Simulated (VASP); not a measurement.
Input of a VASP 6.6.1 run:

The input INCAR:

```
SYSTEM = Si
ALGO = Normal
EDIFF = 1E-7
EDIFFG = -0.03
ENCUT = 450
GGA = PE
GGA_COMPAT = .FALSE.
IBRION = 2
ISIF = 2
ISMEAR = 0
IVDW = 12
LASPH = .TRUE.
LCHARG = .FALSE.
LREAL = Auto
LWAVE = .FALSE.
NELECT = 254.0
NELM = 120
NELMIN = 4
NSW = 80
PREC = Accurate
SIGMA = 0.02
```

File KPOINTS:

```
k-points
0
G
  1 1 1
  0 0 0
```

Contents of POSCAR:

```
Si
1.0
   10.8600000000      0.0000000000      0.0000000000
    0.0000000000     10.8600000000      0.0000000000
    0.0000000000      0.0000000000     10.8600000000
Si
63
Direct
    0.5008981000     -0.0023166000     -0.0022203000
    0.6262134000      0.1243053000      0.1279341000
    0.7507069000      0.2527097000     -0.0071288000
    0.8772579000      0.3750832000      0.1261972000
    0.7493469000     -0.0008199000      0.2503328000
    0.8731848000      0.1198387000      0.3779242000
   -0.0019464000     -0.0026992000     -0.0027304000
    0.1273372000      0.1224440000      0.1259353000
    0.2496341000      0.2496523000     -0.0022376000
    0.3737416000      0.3705448000      0.1263536000
    0.5002824000      0.5030266000     -0.0006027000
    0.6192751000      0.6220257000      0.1289207000
    0.7526739000      0.7484197000      0.0024680000
    0.8745195000      0.8692653000      0.1256749000
    0.2492836000      0.0008271000      0.2505094000
    0.3783125000      0.1232530000      0.3712507000
    0.4963147000      0.2487644000      0.2528551000
    0.6235564000      0.3740491000      0.3742456000
    0.7520995000      0.5009566000      0.2482297000
    0.8691082000      0.6214951000      0.3705962000
    0.4980180000     -0.0008950000      0.4976475000
    0.6296783000      0.1272820000      0.6255975000
    0.7503167000      0.2529903000      0.5013465000
    0.8772251000      0.3792130000      0.6263221000
    0.7514145000     -0.0020265000      0.7544014000
    0.8740587000      0.1220982000      0.8739104000
    0.0018305000      0.4999580000      0.0010381000
    0.1237609000      0.6285064000      0.1253530000
    0.2456155000      0.7508281000     -0.0034576000
    0.3686192000      0.8722444000      0.1201739000
    0.0009698000      0.2443627000      0.2463908000
    0.1263943000      0.3753700000      0.3768540000
    0.2550923000      0.5012121000      0.2546875000
    0.3760918000      0.6228154000      0.3720266000
    0.5018835000      0.7509349000      0.2526633000
    0.6259690000      0.8741643000      0.3722511000
   -0.0025358000      0.0003403000      0.5001659000
    0.1286961000      0.1282568000      0.6230106000
    0.2473383000      0.2504932000      0.4977132000
    0.3723478000      0.3766670000      0.6265791000
    0.5045287000      0.4983378000      0.4984625000
    0.6288949000      0.6251959000      0.6262203000
    0.7540423000      0.7509973000      0.5030707000
    0.8779151000      0.8772377000      0.6268886000
    0.2475768000     -0.0009129000      0.7485822000
    0.4999943000      0.2515601000      0.7472574000
    0.6227631000      0.3767781000      0.8777307000
    0.7534051000      0.5049253000      0.7523061000
    0.8770405000      0.6291439000      0.8762495000
    0.0023459000      0.7526788000      0.2531790000
    0.1250762000      0.8793411000      0.3754657000
   -0.0016921000      0.4995071000      0.4991307000
    0.1203367000      0.6234767000      0.6222286000
    0.2483098000      0.7507483000      0.5038094000
    0.3782868000      0.8768049000      0.6268924000
    0.0014145000      0.2478632000      0.7466009000
    0.1229609000      0.3802627000      0.8722824000
    0.2494431000      0.5051195000      0.7509915000
    0.3768069000      0.6261646000      0.8801531000
    0.4984098000      0.7583567000      0.7531713000
    0.6260692000      0.8770403000      0.8789420000
   -0.0002333000      0.7543204000      0.7517071000
    0.1257551000      0.8701193000      0.8758478000
```

Potentials or basis: VASP PAW PBE potentials, release 64 (Si).

Command:

```console
$ cat potpaw_PBE.64/Si/POTCAR > POTCAR
$ mpirun -np 1 vasp_gam > vasp.out
```

Question: Estimate the energy gained by relaxing.

Answer: 17.0 meV/atom.

Question: Predict the dispersion energy per atom.

Answer: -0.317 eV.

Forces in eV/Å, atoms in the order of the input:
```
Si   0.009 -0.010  0.001
Si   0.008  0.011  0.010
Si   0.002  0.001  0.001
Si  -0.004 -0.008 -0.002
Si  -0.007  0.000 -0.002
Si  -0.003  0.000 -0.002
Si   0.004  0.002  0.003
Si  -0.006  0.015 -0.008
Si  -0.006  0.001 -0.003
Si  -0.007 -0.004 -0.009
Si  -0.005 -0.009 -0.003
Si   0.001  0.002 -0.004
Si  -0.005 -0.011 -0.006
Si  -0.001  0.003  0.001
Si   0.007 -0.002  0.005
Si  -0.003  0.003 -0.003
Si   0.002 -0.006  0.000
Si   0.000 -0.004 -0.010
Si  -0.006 -0.015  0.001
Si   0.005 -0.008  0.003
Si   0.003 -0.003  0.001
Si   0.005  0.006 -0.002
Si  -0.001  0.002  0.003
Si  -0.003  0.002  0.001
Si   0.001 -0.001  0.006
Si   0.001  0.002 -0.007
Si   0.002 -0.010  0.001
Si   0.005 -0.006  0.002
Si  -0.004 -0.014  0.007
Si  -0.007  0.005 -0.004
Si   0.008 -0.005 -0.011
Si  -0.003  0.002  0.008
Si  -0.008 -0.001 -0.001
Si   0.008 -0.001  0.003
Si  -0.012  0.007  0.003
Si   0.000  0.009  0.010
Si   0.000 -0.003 -0.006
Si  -0.002  0.006  0.005
Si   0.012 -0.002  0.004
Si   0.003 -0.005  0.004
Si  -0.004 -0.006  0.003
Si  -0.008 -0.006 -0.001
Si   0.002  0.001 -0.002
Si  -0.007  0.005  0.010
Si   0.006  0.013  0.009
Si   0.000  0.006  0.006
Si  -0.008  0.010  0.005
Si   0.005  0.000 -0.003
Si  -0.005 -0.006  0.008
Si  -0.003 -0.001 -0.002
Si   0.006  0.003  0.011
Si   0.001 -0.002 -0.009
Si   0.002  0.000 -0.001
Si   0.006  0.000 -0.003
Si  -0.001  0.003 -0.004
Si   0.003 -0.002 -0.005
Si  -0.011  0.006  0.004
Si   0.001  0.002 -0.008
Si   0.005  0.001 -0.001
Si  -0.002  0.006 -0.001
Si   0.009 -0.010 -0.008
Si   0.009  0.010 -0.012
Si   0.002  0.014  0.004
```

Caveat: the k points lie up to 0.58 Å⁻¹ apart; the cell carries a net charge on a neutralising background, which shifts energy and pressure.
